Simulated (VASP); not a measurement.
A run of VASP 6.6.1 is set up as follows.

The input INCAR:

```
SYSTEM = Os
ALGO = Normal
EDIFF = 1E-8
ENCUT = 520
GGA = PE
ISIF = 2
ISMEAR = -1
LASPH = .TRUE.
LCHARG = .FALSE.
LEFG = .TRUE.
LREAL = .FALSE.
LWAVE = .FALSE.
NBANDS = 15
NELM = 60
PREC = Accurate
SIGMA = 0.05
```

File KPOINTS:

```
k-points
0
G
  15 15 9
  0 0 0
```

The input POSCAR:

```
Os
1.0
    2.7340999755      0.0273409998      0.0273409998
   -1.3433719874      2.3541295354      0.0100075005
    0.0431970000      0.0431970000      4.3197000000
Os
2
Direct
    0.3333333333      0.6666666667      0.2500000000
    0.6666666667      0.3333333333      0.7500000000
```

Potentials or basis: VASP PAW PBE potentials, release 64 (Os).

Launch:

```bash
$ cat potpaw_PBE.64/Os/POTCAR > POTCAR
$ mpirun -np 1 vasp_std > vasp.out
```

Question: Predict the band gap on the k mesh.

Answer: Zero (bands 8 and 9 overlap by 3.99 eV).

Question: Predict the largest force.

Answer: 0.042 eV/Å.

Question: Predict the pressure.

Answer: 9.2 GPa.

Forces in eV/Å, atoms in the order of the input:
```
Os  -0.038  0.000  0.018
Os   0.038  0.000 -0.018
```

Caveat: the cell differs from its parent crystal (equal xy, yz and zx shear strains of +2 %); the cell stands under pressure; without QUAD_EFG the Cq values of the log hold for a quadrupole moment of 1 mb, not for the nuclei; spin-orbit coupling is left out, which moves the levels of the heavy elements.
